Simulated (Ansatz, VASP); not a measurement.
# Two plane-wave programs on Li4BrF3

```
Li Br F
1.0
     3.50139    0.00000    0.00000
     0.00000    7.27747    0.00000
     0.00000    0.00000    4.04449
Li Br F
4 1 3
Direct
  0.00000 0.19503 0.06278
  0.50000 0.00000 0.54631
  0.00000 0.80497 0.06278
  0.50000 0.50000 0.29254
  0.00000 0.50000 0.76868
  0.50000 0.21040 0.25301
  0.00000 0.00000 0.76087
  0.50000 0.78960 0.25301
```

Change from the starting cell: species swapped into the Cd4TeSe3 type (Pmm2, No. 25).

Alike in both runs: functional PBE; k mesh 6 × 4 × 6; occupations gaussian, width 0.02 eV; no spin polarisation.

Ansatz relaxed the structure, and its values are those at the end. VASP's run is a single point on that final structure, the one shown.

|  | VASP | Ansatz |
| --- | --- | --- |
| version | VASP 6.6.1 | Ansatz 0.2.0 |
| potentials or method | VASP PAW PBE potentials, release 64 (Li_sv, Br, F), cutoff 520 eV | scalar-relativistic, plane waves, PAW |
| valence electrons in the cell | 40 | 40 |

Ansatz gave:

* gap on the k mesh at the Fermi level (eV): 4.83
* least direct gap on the mesh (eV): 5.00
* rms of the force components (eV/Å): 0.001

Q: What did VASP give for the same quantities?

A: gap on the k mesh at the Fermi level (eV): 4.83; least direct gap on the mesh (eV): 5.00; rms of the force components (eV/Å): 0.005.

Noted on VASP's run: the cutoff is under 1.25 times that of the potentials, so the pressure is a little rough.
